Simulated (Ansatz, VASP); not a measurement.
## Two plane-wave programs on CaO

INCAR

```
SYSTEM = CaO
ALGO = Normal
EDIFF = 1E-6
ENCUT = 520
GGA = PE
ISIF = 2
ISMEAR = -1
LASPH = .TRUE.
LCHARG = .FALSE.
LREAL = .FALSE.
LWAVE = .FALSE.
NBANDS = 15
NELM = 100
PREC = Accurate
SIGMA = 0.02
```

The input KPOINTS:

```
k-points
0
G
  10 10 10
  0 0 0
```

Contents of POSCAR:

```
CaO
1.0
   -0.0253796738      2.3961459408      2.3961459408
    2.3961459408     -0.0253796738      2.3961459408
    2.3961459408      2.3961459408     -0.0253796738
Ca O
1 1
Direct
    0.0000000000      0.0000000000      0.0000000000
    0.5000000000      0.5000000000      0.5000000000
```

Input for Ansatz:

```yaml
crystal:
  lattice:
    - [-0.0253796738, 2.3961459408, 2.3961459408]
    - [2.3961459408, -0.0253796738, 2.3961459408]
    - [2.3961459408, 2.3961459408, -0.0253796738]
  atoms:
    - { symbol: Ca, position: [0.0, 0.0, 0.0] }
    - { symbol: O, position: [0.5, 0.5, 0.5] }
kpoints:
  mp_grid: { grid: [10, 10, 10] }
  band_path:
    path:
      - [0.0, 0.0, 0.0]
      - [0.5, 0.0, 0.5]
      - [0.625, 0.25, 0.625]
      - [0.375, 0.375, 0.75]
      - [0.5, 0.5, 0.5]
      - [0.5, 0.25, 0.75]
      - [0.0, 0.5, 0.5]
    npoints: 1
hamiltonian:
  xc: pbe
scf:
  occupations: { method: fermi_dirac, width: 0.02 }
  n_extra_bands: 4
output:
  forces: true
  stress: true
  eigenvalues: true
  write_density: true
  write_potential: true
  elf: true
  volumetric_format: npy
```

Change from the starting cell: epitaxial_111 strain +1.0%.

Alike in both runs: task single point; functional PBE; k mesh 10 × 10 × 10; occupations fermi-dirac, width 0.02 eV; no spin polarisation.

|  | VASP | Ansatz |
| --- | --- | --- |
| version | VASP 6.6.1 | Ansatz 0.2.0 |
| potentials or method | VASP PAW PBE potentials, release 64 (Ca_sv, O) | plane waves, PAW |
| plane-wave cutoff (eV) | 520 | 420 |
| valence electrons in the cell | 16 | 16 |

Ansatz gave:

* gap on the k mesh at the Fermi level (eV): 3.62
* pressure (GPa): 0.9
* traceless stress, the component that is largest in VASP (GPa): 0.78

Question: Estimate VASP's values.

Answer: gap on the k mesh at the Fermi level (eV): 3.60; pressure (GPa): 1.4; traceless stress, the component that is largest in VASP (GPa): 0.77.
